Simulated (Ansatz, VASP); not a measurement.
## EuRe3: VASP beside Ansatz

File INCAR:

```
SYSTEM = EuRe3
PREC     = Accurate       ! precision mode
ENCUT    = 520            ! plane-wave cutoff, eV
EDIFF    = 1E-6           ! SCF threshold, eV
ISMEAR   = 0              ! smearing method
SIGMA    = 0.05           ! smearing width, eV
LREAL    = .False.        ! projectors in reciprocal space
LASPH    = .True.         ! aspherical terms in the spheres
NELM     = 150            ! most SCF steps
ALGO     = Normal         ! electronic algorithm
ISIF     = 2              ! what is computed and relaxed
LWAVE    = .False.        ! write WAVECAR
LCHARG   = .False.        ! write CHGCAR
ISPIN    = 2              ! spin polarisation
MAGMOM   = 6.77 0 0 0     ! initial moments
LORBIT   = 11             ! projections on sites
LMAXMIX  = 6              ! l up to which the mixer works
GGA      = PS             ! functional
NBANDS   = 31             ! bands
LUSENCCL = .False.
```

Contents of KPOINTS:

```
Automatic mesh
0
Gamma
  8 8 8
  0 0 0
```

POSCAR

```
EuRe3
1.0
    4.0640769026      0.0000000000      0.0406407690
    0.0000000000      4.0640769026      0.0000000000
    0.0406407690      0.0000000000      4.0640769026
Eu Re
1 3
Direct
    0.0000000000      0.0000000000      0.0000000000
    0.0000000000      0.5000000000      0.5000000000
    0.5000000000      0.5000000000      0.0000000000
    0.5000000000      0.0000000000      0.5000000000
```

Input for Ansatz:

```yaml
crystal:
  lattice:
    - [4.0640769026, 0.0, 0.040640769]
    - [0.0, 4.0640769026, 0.0]
    - [0.040640769, 0.0, 4.0640769026]
  atoms:
    - { symbol: Eu, position: [0.0, 0.0, 0.0], spin: 6.77 }
    - { symbol: Re, position: [0.0, 0.5, 0.5] }
    - { symbol: Re, position: [0.5, 0.5, 0.0] }
    - { symbol: Re, position: [0.5, 0.0, 0.5] }
basis:
  ecutwfc: 420
  ecutrho_ratio: 4
kpoints:
  mp_grid: { grid: [8, 8, 8] }
hamiltonian:
  xc: pbesol
scf:
  occupations: { method: gaussian, width: 0.05 }
output:
  forces: true
  stress: true
  eigenvalues: true
  populations: true
magnetization:
  spin_polarized: true
```

Change from the starting cell: strain e5 = +0.02, atoms carried along.

Alike in both runs: task single point; functional PBEsol; k mesh 8 × 8 × 8; occupations gaussian, width 0.05 eV; collinear spin.

|  | VASP | Ansatz |
| --- | --- | --- |
| version | VASP 6.6.1 | Ansatz 0.2.0 |
| potentials or method | VASP PAW PBE potentials, release 64 (Eu, Re), cutoff 520 eV | scalar-relativistic, plane waves, PAW |
| valence electrons in the cell | 38 | 62 |

|  | VASP | Ansatz | Ansatz less VASP |
| --- | --- | --- | --- |
| pressure (GPa) | 0.4 | 0.1 | -0.38 |
| traceless stress, the component that is largest in VASP (GPa) | 1.10 | 1.11 | +0.008 |
| net moment per atom (μB) | 1.50 | 1.50 | -0.002 |
| size of the moment on the site where the two differ most (μB) | 6.12 | 6.16 | +0.039 |

VASP's potentials were made for PBE, not for PBEsol. Site moments also hang on the region over which each program counts them. VASP's potentials hold 38 valence electrons a cell and Ansatz's 62, so a difference there can come from the potentials and not from the codes.

Spin-orbit coupling is off throughout.
